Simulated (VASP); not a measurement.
**GaN: single point with RPBE+D3(BJ)**

Crystal: GaN.

```xyz
2
Lattice="0.0000 2.0685 2.0685 2.0685 0.0000 2.0685 2.0685 2.0685 0.0000" Properties=species:S:1:pos:R:3 pbc="T T T"
Ga    0.0000    0.0000    0.0000
N     2.0685    2.0685    2.0685
```

| Quantity | Value |
| --- | --- |
| Program | VASP 6.6.1 |
| Task | single point |
| Functional | RPBE |
| Dispersion | D3(BJ) |
| Potentials or basis | VASP PAW PBE potentials, release 64 (Ga_d, N_h) |
| Cutoff | 910 eV |
| k mesh | 11 × 11 × 11 |
| Occupations | fermi-dirac, width 0.05 eV |
| Spin | no spin polarisation |
| Dipole correction | no |
| Second run | hard_potentials |
| Further INCAR settings | ALGO = Normal; EDIFF = 1e-06; NBANDS = 16 |

```json
{
  "Pressure": "0.7 GPa",
  "Band gap on the k mesh": "1.25 eV, indirect (least direct gap 3.60 eV)",
  "Dispersion energy per atom": "-1.564 eV"
}
```

Levels at points of the mesh, in eV from the valence-band top:
```tsv
k point	band 6	band 7	band 8	band 9	band 10	band 11	band 12	band 13
(0.00, 0.00, 0.00)	-13.87	-0.59	-0.59	-0.59	3.01	15.09	15.09	15.09
```

Run time: 16 s on 1 thread of Intel(R) Xeon(R) 6975P-C (Granite Rapids), on a shared host, peak memory 0.2 GiB.

Caveat: the cutoff is under 1.25 times the usual one of these potentials, so pressure, stress and relaxed cells hold a basis-set (Pulay) error; the PAW data sets were made with another functional, which shifts forces and pressure a little. A k mesh can miss the band edges.
